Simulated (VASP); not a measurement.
Here is a VASP 6.6.1 calculation.

POSCAR

```
AlN
1.0
    0.0000000000      2.0345180000      2.0345180000
    2.0345180000      0.0000000000      2.0345180000
    2.0345180000      2.0345180000      0.0000000000
Al N
1 1
Direct
    0.5000000000      0.5000000000      0.5000000000
    0.0000000000      0.0000000000      0.0000000000
```

File INCAR.step1:

```
  PREC = Accurate
  ENCUT = 600
  EDIFF = 1E-5
  ISMEAR = -1
  SIGMA = 0.05
  LREAL = F
  LASPH = T
  NELM = 100
  ALGO = Normal
  LWAVE = T
  LCHARG = F
  GGA = PE
  NBANDS = 11
```

The input INCAR.step2:

```
  PREC = Accurate
  ENCUT = 600
  EDIFF = 1E-6
  ISMEAR = -1
  SIGMA = 0.05
  LREAL = F
  LASPH = T
  NELM = 100
  ALGO = Normal
  ISIF = 3
  LWAVE = F
  LCHARG = F
  GGA = PS
  LHFCALC = T
  AEXX = 0.25
  HFSCREEN = 0.207
  PRECFOCK = Normal
  IBRION = 2
  NSW = 60
  EDIFFG = -0.01
  ISTART = 1
```

KPOINTS

```
regular mesh
0
Gamma
  6 6 6
```

Potentials or basis: VASP PAW PBE potentials, release 64 (Al, N).

Launch:

```sh
$ cat potpaw_PBE.64/Al/POTCAR potpaw_PBE.64/N/POTCAR > POTCAR
$ cp INCAR.step1 INCAR
$ mpirun -np 1 vasp_std > vasp.out
$ cp INCAR.step2 INCAR
$ mpirun -np 1 vasp_std > vasp.out
```

(1) Predict the band gap on the k mesh.

(2) What does it give for the relaxed cell?

(3) Predict the relaxed volume.

Answers

(1) 6.15 eV, indirect (least direct gap 7.53 eV).

(2) a = 2.840 Å, b = 2.840 Å, c = 2.840 Å, α = 60.00°, β = 60.00°, γ = 60.00°.

(3) 8.09 Å³/atom.

Caveat: the k points lie up to 0.45 Å⁻¹ apart in the final cell; the PAW data sets were made with another functional, which shifts forces and pressure a little.
